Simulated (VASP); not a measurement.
Input of a VASP 6.6.1 run:

INCAR

```
SYSTEM = Mg8HO8
PREC = Accurate
ENCUT = 520
EDIFF = 1E-6
ISMEAR = -1
SIGMA = 0.05
LREAL = Auto
LASPH = .TRUE.
NELM = 150
ALGO = Normal
ISIF = 2
LWAVE = .FALSE.
LCHARG = .FALSE.
ISPIN = 2
MAGMOM = 0 0 0 0 0 0 0 0 0.08 0 0.08 0.08 0 0 0.08 0 0.32
LORBIT = 11
GGA = PE
NBANDS = 50
```

KPOINTS

```
regular mesh
0
G
  2 2 2
  0 0 0
```

File POSCAR:

```
Mg8HO8
1.0
    0.0000000000      3.9520000000      3.9520000000
    3.9520000000      0.0000000000      3.9520000000
    3.9520000000      3.9520000000      0.0000000000
Mg O H
8 8 1
Direct
    0.0078567814      0.0725581984     -0.0287069838
    0.0137398785      0.0238107287      0.4833248988
    0.0163588057      0.5305794534     -0.0261007085
    0.0356022267      0.5430668016      0.4846912955
    0.5153846154      0.0328441296      0.0256072874
    0.5126138664     -0.0003922065      0.5149164980
    0.5191042510      0.5311234818      0.0025556680
    0.5413081984      0.4928264170      0.4787575911
    0.2749240891      0.2512904858      0.2648785425
    0.2883856275      0.2947368421      0.7513663968
    0.2716346154      0.7928137652      0.2493421053
    0.2449519231      0.7783021255      0.7533274291
    0.7816548583      0.2413967611      0.2618168016
    0.7877530364      0.2841346154      0.7330971660
    0.7186993927      0.7763157895      0.2785172065
    0.7414347166      0.7560349190      0.7847545547
    0.1524038462      0.6758350202      0.1143471660
```

Potentials or basis: VASP PAW PBE potentials, release 64 (Mg, O, H).

Command:

```console
$ cat potpaw_PBE.64/Mg/POTCAR potpaw_PBE.64/O/POTCAR potpaw_PBE.64/H/POTCAR > POTCAR
$ mpirun -np 1 vasp_std > vasp.out
```

Question: Estimate the site moments.

Answer: Mg +0.00, +0.01 (each value once); O +0.06, -0.00, +0.10 (each value once); H +0.23 μB.

Question: Predict the pressure.

Answer: 69.8 GPa.

Question: Predict the net moment.

Answer: 0.75 μB per cell.

Forces in eV/Å, atoms in the order of the input:
```
Mg  -2.181  2.331 -1.177
Mg   2.000  2.835 -0.019
Mg   2.966  2.494 -0.001
Mg  -0.334 -0.784 -2.077
Mg  -2.378 -1.721  0.838
Mg   1.511  0.121  0.219
Mg  -1.096 -0.578 -2.607
Mg   2.789  0.604  1.336
O    2.024 -0.633  1.001
O   -2.213 -0.925 -2.806
O   -0.758  0.572 -0.370
O   -0.542 -0.258  1.471
O    0.440 -2.808  0.347
O    0.434 -1.110 -1.095
O   -2.277  2.078  2.052
O   -0.465 -1.085  3.808
H    0.081 -1.133 -0.920
```

Caveat: the k points lie up to 0.69 Å⁻¹ apart; a moment this small can come from the mesh or the smearing.
